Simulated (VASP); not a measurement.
Wanted: the native input for a VASP 6.6.1 run.

```yaml
Task: density of states
Functional: PBE
Potentials_or_basis: VASP PAW PBE potentials, release 64 (In_d, As)
Cutoff: 520 eV
k_mesh: 12 × 12 × 12
Occupations: gaussian, width 0.1 eV
Spin: no spin polarisation
Dipole_correction: no
k_mesh_for_the_DOS: 18 × 18 × 18
Occupations_for_the_DOS: tetrahedron
Further_INCAR_settings: ALGO = Normal; EDIFF = 1e-06; NBANDS = 16
```

InAs:

```
In As
1.0
     0.00000    3.09316    3.09316
     3.09316    0.00000    3.09316
     3.09316    3.09316    0.00000
In As
1 1
Cartesian
  0.0000 0.0000 0.0000
  1.5466 1.5466 1.5466
```

One way to write it, as run:

POSCAR

```
InAs
1.0
    0.0000000000      3.0931634693      3.0931634693
    3.0931634693      0.0000000000      3.0931634693
    3.0931634693      3.0931634693      0.0000000000
In As
1 1
Direct
    0.0000000000      0.0000000000      0.0000000000
    0.2500000000      0.2500000000      0.2500000000
```

INCAR.step1

```
SYSTEM = InAs
PREC = Accurate ; ENCUT = 520
EDIFF = 1E-6 ; ISMEAR = 0
SIGMA = 0.1 ; LREAL = .False.
LASPH = .True. ; NELM = 80
ALGO = Normal ; ISIF = 2
LWAVE = .False. ; LCHARG = .True.
GGA = PE ; NBANDS = 16
```

KPOINTS.step1

```
Automatic mesh
0
Gamma
  12 12 12
  0 0 0
```

INCAR.step2

```
SYSTEM = InAs
PREC = Accurate ; ENCUT = 520
EDIFF = 1E-6 ; ISMEAR = -5
SIGMA = 0.1 ; LREAL = .False.
LASPH = .True. ; NELM = 80
ALGO = Normal ; ISIF = 2
LWAVE = .False. ; LCHARG = .False.
GGA = PE ; LORBIT = 10
NBANDS = 16 ; NEDOS = 1001
ICHARG = 11
```

KPOINTS.step2

```
Automatic mesh
0
Gamma
  18 18 18
  0 0 0
```

Potentials or basis: VASP PAW PBE potentials, release 64 (In_d, As).

Launch:

```console
$ cat potpaw_PBE.64/In_d/POTCAR potpaw_PBE.64/As/POTCAR > POTCAR
$ cp INCAR.step1 INCAR
$ cp KPOINTS.step1 KPOINTS
$ mpirun -np 1 vasp_std > vasp.out
$ cp INCAR.step2 INCAR
$ cp KPOINTS.step2 KPOINTS
$ mpirun -np 1 vasp_std > vasp.out
```

It gave:

```
Valence electrons inside the program's atomic spheres : In 11.40; As 2.77
```

Caveat: spin-orbit coupling is left out, which moves the levels of the heavy elements.

Wall time 2.6 min on 1 thread of Intel(R) Xeon(R) Platinum 8259CL CPU @ 2.50GHz (Skylake/Cascade Lake) (shared host), peak memory 0.34 GiB.
